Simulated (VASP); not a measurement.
# Pt (Fm-3m) in VASP: further runs, part 2 of 2

VASP 6.6.1. The steps go on from the part before.

### Step 6. Single point, PBEsol

This run uses another cell than the first one: it holds 8 atoms, not 2.

File INCAR:

```
SYSTEM = Pt
PREC = Accurate
ENCUT = 520
EDIFF = 1E-6
ISMEAR = 0
SIGMA = 0.15
LREAL = .False.
LASPH = .True.
NELM = 80
ALGO = Fast
ISIF = 2
LWAVE = .False.
LCHARG = .False.
GGA = PS
NBANDS = 50
```

File KPOINTS:

```
Automatic mesh
0
Gamma
  14 14 14
  0 0 0
```

File POSCAR:

```
Pt
1.0
   -3.9180606911      0.0000000000      3.9180606911
   -3.9180606911     -3.9180606911      0.0000000000
    0.0000000000     -3.9180606911      3.9180606911
Pt
8
Direct
    0.0000000000      0.5000000000      0.0000000000
    0.0000000000      0.0000000000      0.0000000000
    0.0000000000      0.5000000000      0.5000000000
    0.0000000000      0.0000000000      0.5000000000
    0.5000000000      0.5000000000      0.0000000000
    0.5000000000      0.0000000000      0.0000000000
    0.5000000000      0.5000000000      0.5000000000
    0.5000000000      0.0000000000      0.5000000000
```

Potentials or basis: VASP PAW PBE potentials, release 64 (Pt).

Started as:

```sh
cat potpaw_PBE.64/Pt/POTCAR > POTCAR
mpirun -np 1 vasp_std > vasp.out
```

OUTCAR:

```text
SYSTEM = Pt
   PREC = Accurate
   ENCUT = 520
   EDIFF = 1E-6
   ISMEAR = 0
   LREAL = .False.
   LASPH = .True.
   NELM = 80
   ISIF = 2
   GGA = PS

 ion  position               nearest neighbor table
   1  0.000  0.500  0.000-   2 2.77   3 2.77   5 2.77   3 2.77   4 2.77   7 2.77   2 2.77   4 2.77
                             6 2.77   5 2.77   6 2.77   7 2.77
   2  0.000  0.000  0.000-   1 2.77   4 2.77   6 2.77   3 2.77   4 2.77   8 2.77   1 2.77   3 2.77
                             5 2.77   5 2.77   6 2.77   8 2.77
   3  0.000  0.500  0.500-   1 2.77   4 2.77   7 2.77   1 2.77   2 2.77   5 2.77   2 2.77   4 2.77
                             8 2.77   5 2.77   7 2.77   8 2.77
   4  0.000  0.000  0.500-   2 2.77   3 2.77   8 2.77   1 2.77   2 2.77   6 2.77   1 2.77   3 2.77
                             7 2.77   6 2.77   7 2.77   8 2.77
   5  0.500  0.500  0.000-   1 2.77   6 2.77   7 2.77   3 2.77   7 2.77   8 2.77   2 2.77   6 2.77
                             8 2.77   1 2.77   2 2.77   3 2.77
   6  0.500  0.000  0.000-   2 2.77   5 2.77   8 2.77   4 2.77   7 2.77   8 2.77   1 2.77   5 2.77
                             7 2.77   1 2.77   2 2.77   4 2.77
   7  0.500  0.500  0.500-   3 2.77   5 2.77   8 2.77   1 2.77   5 2.77   6 2.77   4 2.77   6 2.77
                             8 2.77   1 2.77   3 2.77   4 2.77
   8  0.500  0.000  0.500-   4 2.77   6 2.77   7 2.77   2 2.77   5 2.77   6 2.77   3 2.77   5 2.77
                             7 2.77   2 2.77   3 2.77   4 2.77
[... 6 lines left out ...]
 A1 = (  -3.9180606911,   0.0000000000,   3.9180606911)
 A2 = (  -3.9180606911,  -3.9180606911,   0.0000000000)
 A3 = (   0.0000000000,  -3.9180606911,   3.9180606911)

Analysis of symmetry for initial positions (statically):
=====================================================================
 Subroutine PRICEL returns following result:

  LATTYP: Found a face centered cubic cell.
 ALAT       =     3.9180606911

  Lattice vectors:

 A1 = (  -1.9590303455,   0.0000000000,   1.9590303455)
 A2 = (  -1.9590303455,  -1.9590303455,   0.0000000000)
 A3 = (   0.0000000000,  -1.9590303455,   1.9590303455)

   8 primitive cells build up your supercell.

 Routine SETGRP: Setting up the symmetry group for a
 face centered cubic supercell.

 Subroutine GETGRP returns: Found 48 space group operations
 (whereof 48 operations were pure point group operations)
 out of a pool of 48 trial point group operations.

The static configuration has the point symmetry O_h .

Analysis of symmetry for dynamics (positions and initial velocities):
=====================================================================
 Subroutine PRICEL returns following result:

  LATTYP: Found a face centered cubic cell.
 ALAT       =     3.9180606911

  Lattice vectors:

 A1 = (  -1.9590303455,   0.0000000000,   1.9590303455)
 A2 = (  -1.9590303455,  -1.9590303455,   0.0000000000)
 A3 = (   0.0000000000,  -1.9590303455,   1.9590303455)

   8 primitive cells build up your supercell.

 Routine SETGRP: Setting up the symmetry group for a
 face centered cubic supercell.

 Subroutine GETGRP returns: Found 48 space group operations
 (whereof 48 operations were pure point group operations)
 out of a pool of 48 trial point group operations.

The dynamic configuration has the point symmetry O_h .

 Subroutine INISYM returns: Found 48 space group operations
[... 51 lines left out ...]
            Coordinates               Weight
  0.000000  0.000000  0.000000      1.000000
  0.071429  0.000000  0.000000      8.000000
  0.142857  0.000000  0.000000      8.000000
  0.214286  0.000000  0.000000      8.000000
  0.285714  0.000000  0.000000      8.000000
  0.357143  0.000000  0.000000      8.000000
[... 16 lines left out ...]
  0.214286  0.142857  0.000000     24.000000
  0.285714  0.142857  0.000000     24.000000
 [... further k-points ...]
   k-points           NKPTS =    104   k-points in BZ     NKDIM =    104   number of bands    NBANDS=     50
   number of dos      NEDOS =    301   number of ions     NIONS =      8
   total plane-waves  NPLWV =  74088
   dimension x,y,z NGX =    42 NGY =   42 NGZ =   42
   dimension x,y,z NGXF=    84 NGYF=   84 NGZF=   84
   ions per type =               8
   NGX,Y,Z   is equivalent  to a cutoff of  12.60, 12.60, 12.60 a.u.
   NGXF,Y,Z  is equivalent  to a cutoff of  25.20, 25.20, 25.20 a.u.
 SYSTEM =  Pt
   PREC   = accura    normal or accurate (medium, high low for compatibility)
   ISTART =      0    job   : 0-new  1-cont  2-samecut
   ICHARG =      2    charge: 1-file 2-atom 10-const
   ISPIN  =      1    spin polarized calculation?
   LNONCOLLINEAR =      F non collinear calculations
   LSORBIT =      F    spin-orbit coupling
   LASPH  =      T    aspherical Exc in radial PAW
   ENCUT  =  520.0 eV  38.22 Ry    6.18 a.u.  10.30 10.30 10.30*2*pi/ulx,y,z
   NELM   =     80;   NELMIN=  2; NELMDL= -5     # of ELM steps
   EDIFF  = 0.1E-05   stopping-criterion for ELM
   LREAL  =      F    real-space projection
   EDIFFG = 0.1E-04   stopping-criterion for IOM
   NSW    =      0    number of steps for IOM
   IBRION =     -1    ionic relax: 0-MD 1-quasi-New 2-CG
   NFREE  =      0    steps in history (QN), initial steepest desc. (CG)
   ISIF   =      2    stress and relaxation
   ISYM   =      2    0-nonsym 1-usesym 2-fastsym
   POTIM  = 0.5000    time-step for ionic-motion
   TEBEG  =    0.0;   TEEND  =   0.0 temperature during run
   PSTRESS=    0.0 pullay stress
   NELECT =      80.0000    total number of electrons
   NUPDOWN=      -1.0000    fix difference up-down
   EMIN   =  10.00;   EMAX   =-10.00  energy-range for DOS
   EFERMI =   0.00;   METHOD = LEGACY
   ISMEAR =     0;   SIGMA  =   0.15  broadening in eV -4-tet -1-fermi 0-gaus
   EFERMI_NEDOS =   21; number of points for ismear=-14 and -15
   IALGO  =     68    algorithm
   IMIX   =      4    mixing-type and parameters
     AMIX     =   0.40;   BMIX     =  1.00
     AMIX_MAG =   1.60;   BMIX_MAG =  1.00
  volume/ion in A,a.u.               =      15.04       101.47
  Fermi-wavevector in a.u.,A,eV,Ry     =   1.428972  2.700365 27.782559  2.041961
  Thomas-Fermi vector in A             =   2.548976
   LORBIT       =      0    0 simple, 1 ext, 2 COOP (PROOUT), +10 PAW based schemes
   GGA     = PS    functional components
   LHFCALC =     F    Hartree Fock is set to
   AEXX    =    0.0000 exact exchange contribution
   IVDW    =     0    specifies the selected vdW correction
   LEPSILON=     F    determine dielectric tensor
   LRPA    =     F    only Hartree local field effects (RPA)
 non-spin polarized calculation
 RMM-DIIS sequential band-by-band and
 Gauss-broadening in eV      SIGMA  =   0.15
  energy-cutoff  :      520.00
  volume of cell :      120.29
 maximum number of plane-waves:      3287
 NGX is ok and might be reduce to    42

 number of electron      80.0000002 magnetization

 Free energy of the ion-electron system (eV)
  ---------------------------------------------------
  ext. energy  EPLUGINS =         0.00000000
  ---------------------------------------------------
  free energy    TOTEN  =       -55.79369877 eV

  energy without entropy =      -55.62616045  energy(sigma->0) =      -55.70992961

 E-fermi :  11.1553     XC(G=0): -13.6454

 val. band max:       11.1549812849   @ k =   0.5000   0.1429   0.0714
 cond. band min:      11.1569080893   @ k =   0.3571   0.0714   0.0000
 fundamental gap:      0.0019268044
 Fermi energy:        11.1552507364

 k-point     1 :       0.0000    0.0000    0.0000
  band No.  band energies     occupation
      1       0.8237      2.00000
      2       3.7519      2.00000
      3       3.7519      2.00000
      4       3.7519      2.00000
      5       3.7519      2.00000
      6       4.0123      2.00000
[... 1261 lines left out ...]
     49      17.0382      0.00000
     50      18.1731      0.00000

 [... further k-points ...]
[... 5 lines left out ...]
  --------------------------------------------------------------------------------------
  -------------------------------------------------------------------------------------
  Total       -0.2582947     -0.2582947     -0.2582947      0.0000000      0.0000000      0.0000000
  in kB       -3.4401918     -3.4401918     -3.4401918      0.0000000      0.0000000      0.0000000
  external PRESSURE =      -3.4401918 kB  Pullay stress =       0.0000000 kB

 VOLUME and BASIS-vectors are now :
 -----------------------------------------------------------------------------
  energy-cutoff  :      520.00
  volume of cell :      120.29
      direct lattice vectors                 reciprocal lattice vectors
    -3.918060691  0.000000000  3.918060691    -0.127614154  0.127614154  0.127614154
    -3.918060691 -3.918060691  0.000000000    -0.127614154 -0.127614154 -0.127614154
     0.000000000 -3.918060691  3.918060691     0.127614154 -0.127614154  0.127614154

 POSITION                                       TOTAL-FORCE (eV/Angst)
 -----------------------------------------------------------------------------------
     -1.95903     -1.95903      0.00000        -0.000000      0.000000     -0.000000
      0.00000      0.00000      0.00000        -0.000000      0.000000     -0.000000
     -1.95903     -3.91806      1.95903         0.000000     -0.000000     -0.000000
      0.00000     -1.95903      1.95903        -0.000000     -0.000000     -0.000000
     -3.91806     -1.95903      1.95903        -0.000000      0.000000      0.000000
     -1.95903      0.00000      1.95903         0.000000     -0.000000      0.000000
     -3.91806     -3.91806      3.91806        -0.000000     -0.000000     -0.000000
     -1.95903     -1.95903      3.91806         0.000000      0.000000      0.000000
 -----------------------------------------------------------------------------------
    total drift:                               -0.000000      0.000000     -0.000000

  FREE ENERGIE OF THE ION-ELECTRON SYSTEM (eV)
  ---------------------------------------------------
  free  energy   TOTEN  =       -55.7936987680 eV

  energy  without entropy=      -55.6261604483  energy(sigma->0) =      -55.70992961
```

Wall time 7.9 min (1 thread of AMD EPYC 9R45 (Zen 5), shared host); peak memory 0.52 GiB.

Results:

```yaml
Free_energy: -55.7937 eV
Pressure: -0.3 GPa
Band_gap_on_the_k_mesh: zero (bands 40 and 41 overlap by 0.86 eV)
```

Levels at points of the mesh, in eV from the Fermi level:
| k point | band 37 | band 38 | band 39 | band 40 | band 41 | band 42 | band 43 | band 44 |
| --- | --- | --- | --- | --- | --- | --- | --- | --- |
| (0.00, 0.00, 0.00) | 0.04 | 0.04 | 0.04 | 0.49 | 0.49 | 0.49 | 0.49 | 0.49 |
| (0.50, 0.00, 0.00) | 0.17 | 0.17 | 0.17 | 0.17 | 0.17 | 0.17 | 3.02 | 3.02 |
| (0.50, 0.50, 0.00) | -1.75 | -1.75 | -0.86 | -0.86 | 0.50 | 0.50 | 1.86 | 1.86 |

Caveat: the PAW data sets were made with another functional, which shifts forces and pressure a little; spin-orbit coupling is left out, which moves the levels of the heavy elements.

### Step 7. Summary

| cell | k mesh | smearing | further INCAR settings | gap on the mesh (eV) | pressure (GPa) |
| --- | --- | --- | --- | --- | --- |
| a = 2.798, b = 2.798, c = 3.957 Å, 2 atoms, atomic positions A | 18 × 18 × 14 | gaussian 0.1 eV | ALGO = Fast; EDIFF = 1e-06; NBANDS = 17 | none | -8.3 |
| a = 2.826, b = 2.826, c = 3.996 Å, 2 atoms, atomic positions A | 18 × 18 × 14 | gaussian 0.1 eV | ALGO = Fast; EDIFF = 1e-06; NBANDS = 17 | none | -14.9 |
| a = 2.854, b = 2.854, c = 4.036 Å, 2 atoms, atomic positions A | 18 × 18 × 14 | gaussian 0.1 eV | ALGO = Fast; EDIFF = 1e-07; NBANDS = 17 | none | -20.4 |
| a = 2.770 Å, angles 60.0°, 1 atom, atomic positions B | 26 × 26 × 26 | gaussian 0.15 eV | ALGO = Fast; EDIFF = 1e-06; NBANDS = 11 | none | -0.3 |
| a = 5.541 Å, angles 60.0°, 8 atoms, atomic positions C | 14 × 14 × 14 | gaussian 0.15 eV | ALGO = Fast; EDIFF = 1e-06; NBANDS = 50 | none | -0.3 |

Alike in all rows: task single point; level PBEsol; potentials or basis VASP PAW PBE potentials, release 64 (Pt); no spin polarisation; cutoff (eV) 520.

Caveats: the PAW data sets were made with another functional, which shifts forces and pressure a little; spin-orbit coupling is left out, which moves the levels of the heavy elements; the cell stands under tension (at least some runs).

Total energies depend on the potentials used, so only differences within one code and one set of settings carry meaning.
